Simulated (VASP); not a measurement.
Wanted: the native input for a VASP 6.6.1 run.

- Task: single point
- Functional: PBE
- Potentials or basis: VASP PAW PBE potentials, release 64 (Sb, Ga_d)
- Cutoff: 520 eV
- k mesh: 10 × 10 × 10
- Occupations: fermi-dirac, width 0.05 eV
- Spin: no spin polarisation
- Dipole correction: no
- Further INCAR settings: ALGO = Normal; EDIFF = 1e-06; NBANDS = 16

The structure of GaSb lies in POSCAR:

```
GaSb
1.0
   -1.5454583968      2.6570494188      2.8738942068
    1.5454583968     -2.6570494188      2.8738942068
    1.5454583968      2.6570494188     -2.8738942068
Sb Ga
1 1
Direct
    0.5000000000      0.5000000000      0.0000000000
    0.0000000000      0.0000000000      0.0000000000
```

One way to write it, as run:

INCAR

```
SYSTEM = GaSb
PREC = Accurate
ENCUT = 520
EDIFF = 1E-6
ISMEAR = -1
SIGMA = 0.05
LREAL = .FALSE.
LASPH = .TRUE.
NELM = 100
ALGO = Normal
ISIF = 2
LWAVE = .FALSE.
LCHARG = .TRUE.
GGA = PE
LELF = .TRUE.
LVHAR = .TRUE.
NBANDS = 16
```

KPOINTS

```
regular mesh
0
G
  10 10 10
  0 0 0
```

Potentials or basis: VASP PAW PBE potentials, release 64 (Sb, Ga_d).

Run with:

```console
$ cat potpaw_PBE.64/Sb/POTCAR potpaw_PBE.64/Ga_d/POTCAR > POTCAR
$ mpirun -np 1 vasp_std > vasp.out
```

Results of the run:

The pressure is 1.0 GPa. The band gap on the k mesh is zero (bands 9 and 10 overlap by 4.60 eV).

Caveat: spin-orbit coupling is left out, which moves the levels of the heavy elements.

It took 76 s on 1 thread of Intel(R) Xeon(R) Platinum 8259CL CPU @ 2.50GHz (Skylake/Cascade Lake), with other jobs on the host, peak memory 0.27 GiB.
